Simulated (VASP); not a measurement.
Ta4C3, 7 atoms in the cell. It takes space group R3m (No. 160, trigonal). Conventional cell: a = 3.103 Å, b = 3.103 Å, c = 30.494 Å, α = 90.00°, β = 90.00°, γ = 120.00°. Ta (site symmetry 3m) has 6 C at 2.24 to 2.25 Å and 9 Ta at 3.08 to 3.10 Å within 3.2 Å. Within 2.8 Å of Ta (site symmetry 3m) lie 3 C at 2.14 Å. Ta (site symmetry 3m) has 3 C at 2.17 Å and 12 Ta at 2.95 to 3.10 Å within 3.2 Å. Ta (site symmetry 3m) has 6 C at 2.11 to 2.32 Å within 2.8 Å. Within 2.8 Å of C (site symmetry 3m) lie 6 Ta at 2.11 to 2.17 Å. Within 2.8 Å of C (site symmetry 3m) lie 6 Ta at 2.14 to 2.24 Å and 1 C at 2.70 Å. Within 3.2 Å of C (site symmetry 3m) lie 6 Ta at 2.25 to 2.32 Å and 10 C at 2.70 to 3.14 Å.  This cell differs from its parent crystal: atom 4 (Ta) moved +0.150 Å along Cartesian [0 0 1].

| Item | Value |
| --- | --- |
| Program | VASP 6.6.1 |
| Task | single point |
| Functional | PBEsol |
| Potentials or basis | VASP PAW PBE potentials, release 64 (Ta_pv, C) |
| Cutoff | 520 eV |
| k mesh | 12 × 12 × 12 |
| Occupations | gaussian, width 0.15 eV |
| Spin | no spin polarisation |
| Dipole correction | no |
| Further INCAR settings | ALGO = Normal; EDIFF = 1e-06; NBANDS = 37 |

Potentials or basis: VASP PAW PBE potentials, release 64 (Ta_pv, C).

The run is started by

```console
$ cat potpaw_PBE.64/Ta_pv/POTCAR potpaw_PBE.64/C/POTCAR > POTCAR
$ mpirun -np 1 vasp_std > vasp.out
```

Hardware: 1 thread of AMD EPYC 9R45 96-Core Processor (Zen 5) (shared host).

Problem. Estimate the wall time of this run.

Solution. Wall time 65 min on 1 thread of AMD EPYC 9R45 96-Core Processor (Zen 5) (shared host), peak memory 1.2 GiB. Counts: scf iterations 16, k points 189.
